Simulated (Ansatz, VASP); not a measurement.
**Ru: VASP beside Ansatz**

```
Ru
1.0
     2.71999    0.00000    0.00000
    -1.36000    2.35558    0.00000
     0.00000    0.00000    4.29682
Ru
2
Direct
  0.33333 0.66667 0.25000
  0.66667 0.33333 0.75000
```

Alike in both runs: functional PBE; k mesh 18 × 18 × 10; occupations gaussian, width 0.1 eV; no spin polarisation.

Ansatz relaxed the structure, and its values are those at the end. VASP's run is a single point on that final structure, the one shown.

|  | VASP | Ansatz |
| --- | --- | --- |
| version | VASP 6.6.1 | Ansatz 0.2.0 |
| potentials or method | VASP PAW PBE potentials, release 64 (Ru_pv), cutoff 520 eV | scalar-relativistic, plane waves, PAW |
| valence electrons in the cell | 28 | 32 |

Ansatz gave:

* gap on the k mesh at the Fermi level (eV): none
* pressure (GPa): 0.0

Question: What did VASP give for the same quantities?

Answer: gap on the k mesh at the Fermi level (eV): none; pressure (GPa): -0.1.

A gap of «none» marks a metal or a gap that the smearing closes. The functional is the same, so the differences come from potentials, cutoffs and numerics. VASP's potentials hold 28 valence electrons a cell and Ansatz's 32, so a difference there can come from the potentials and not from the codes.
